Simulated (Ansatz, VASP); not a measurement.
# One calculation of Ag, two programs

Contents of INCAR:

```
PREC = Accurate
ENCUT = 520
EDIFF = 1E-6
ISMEAR = 0
SIGMA = 0.15
LREAL = False
LASPH = True
NELM = 80
ALGO = Normal
ISIF = 2
LWAVE = False
LCHARG = False
GGA = PS
NBANDS = 12
```

The input KPOINTS:

```
regular mesh
0
Gamma
  20 20 20
```

The input POSCAR:

```
Ag
1.0
    0.0000000000      2.1043930000      2.0737465000
    2.1043930000      0.0000000000      2.0737465000
    2.1043930000      2.1043930000      0.0000000000
Ag
1
Direct
    0.0000000000      0.0000000000      0.0000000000
```

Input for Ansatz:

```yaml
crystal:
  lattice:
    - [0.0, 2.104393, 2.0737465]
    - [2.104393, 0.0, 2.0737465]
    - [2.104393, 2.104393, 0.0]
  atoms:
    - { symbol: Ag, position: [0.0, 0.0, 0.0] }
basis:
  ecutwfc: 420
kpoints:
  mp_grid: { grid: [20, 20, 20] }
hamiltonian:
  xc: pbesol
scf:
  occupations: { method: gaussian, width: 0.15 }
output:
  forces: true
  stress: true
  eigenvalues: true
```

Change from the starting cell: strain +0.030 along x and y, +0.015 along z, atoms carried along.

Alike in both runs: task single point; functional PBEsol; k mesh 20 × 20 × 20; occupations gaussian, width 0.15 eV; no spin polarisation.

```csv
,VASP,Ansatz
version,VASP 6.6.1,Ansatz 0.2.0
potentials or method,"VASP PAW PBE potentials, release 64 (Ag), cutoff 520 eV","scalar-relativistic, plane waves, PAW"
valence electrons in the cell,11,19
```

VASP gave:

| Item | Value |
| --- | --- |
| gap on the k mesh at the Fermi level (eV) | none |
| pressure (GPa) | -8.9 |
| traceless stress, the component that is largest in VASP (GPa) | 0.27 |

Q: Which values does Ansatz return?

A: gap on the k mesh at the Fermi level (eV): none; pressure (GPa): -8.8; traceless stress, the component that is largest in VASP (GPa): 0.27.

VASP's potentials were made for PBE, not for PBEsol. A gap of «none» marks a metal or a gap that the smearing closes. VASP's potentials hold 11 valence electrons a cell and Ansatz's 19, so a difference there can come from the potentials and not from the codes.
